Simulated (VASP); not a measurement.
Input of a VASP 6.6.1 run:

Contents of INCAR:

```
SYSTEM = Ti
  ALGO = Normal
  EDIFF = 1E-7
  ENCUT = 520
  GGA = PE
  ISIF = 2
  ISMEAR = 0
  LASPH = .TRUE.
  LCHARG = .TRUE.
  LELF = .TRUE.
  LREAL = .FALSE.
  LVHAR = .TRUE.
  LWAVE = .FALSE.
  NBANDS = 12
  NELM = 100
  PREC = Accurate
  SIGMA = 0.05
```

The input KPOINTS:

```
k-points
0
G
  16 16 16
  0 0 0
```

POSCAR

```
Ti
1.0
   -1.6410000000      1.6410000000      1.6410000000
    1.6410000000     -1.6410000000      1.6410000000
    1.6410000000      1.6410000000     -1.6410000000
Ti
1
Direct
    0.0000000000      0.0000000000      0.0000000000
```

Potentials or basis: VASP PAW PBE potentials, release 64 (Ti_sv).

Command:

```console
$ cat potpaw_PBE.64/Ti_sv/POTCAR > POTCAR
$ mpirun -np 1 vasp_std > vasp.out
```

**Question.** Estimate the pressure.

**Answer.** -2.9 GPa.

**Question.** Estimate the band gap on the k mesh.

**Answer.** Zero (band 6 reaches 8.90 eV, above the bottom of band 7 at 7.30 eV).
